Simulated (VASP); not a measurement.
Set up this calculation in VASP 6.6.1, as the native input.

| Quantity | Value |
| --- | --- |
| Task | single point |
| Functional | PBEsol |
| Potentials or basis | VASP PAW PBE potentials, release 64 (Ti_sv, Al) |
| Cutoff | 520 eV |
| k mesh | 10 × 10 × 10 |
| Occupations | fermi-dirac, width 0.05 eV |
| Spin | no spin polarisation |
| Dipole correction | no |
| Further INCAR settings | ALGO = Fast; EDIFF = 1e-06; NBANDS = 18 |

The structure of TiAl3 lies in POSCAR:

```
TiAl3
1.0
   -1.9085787144      1.9085787144      4.2733146755
    1.9085787144     -1.9085787144      4.2733146755
    1.9085787144      1.9085787144     -4.2733146755
Ti Al
1 3
Direct
    0.0000000000      0.0000000000      0.0000000000
    0.2500000000      0.7500000000      0.5000000000
    0.7500000000      0.2500000000      0.5000000000
    0.5000000000      0.5000000000      0.0000000000
```

One way to write it, as run:

INCAR

```
PREC     = Accurate       # precision mode
ENCUT    = 520            # plane-wave cutoff, eV
EDIFF    = 1E-6           # SCF threshold, eV
ISMEAR   = -1             # smearing method
SIGMA    = 0.05           # smearing width, eV
LREAL    = False          # projectors in reciprocal space
LASPH    = True           # aspherical terms in the spheres
NELM     = 80             # most SCF steps
ALGO     = Fast           # electronic algorithm
ISIF     = 2              # what is computed and relaxed
LWAVE    = False          # write WAVECAR
LCHARG   = True           # write CHGCAR
GGA      = PS             # functional
LELF     = True           # ELF
LVHAR    = True         
NBANDS   = 18             # bands
```

KPOINTS

```
regular mesh
0
Gamma
  10 10 10
```

Potentials or basis: VASP PAW PBE potentials, release 64 (Ti_sv, Al).

Launch:

```console
$ cat potpaw_PBE.64/Ti_sv/POTCAR potpaw_PBE.64/Al/POTCAR > POTCAR
$ mpirun -np 1 vasp_std > vasp.out
```

Results of the run:

| Item | Value |
| --- | --- |
| Pressure | 0.1 GPa |
| Band gap on the k mesh | zero (an odd number of electrons rules out a gap without spin polarisation) |

Caveat: the PAW data sets were made with another functional, which shifts forces and pressure a little.

Run time: 11 min on 1 thread of Intel Xeon 8259CL, on a shared host, peak memory 0.31 GiB.
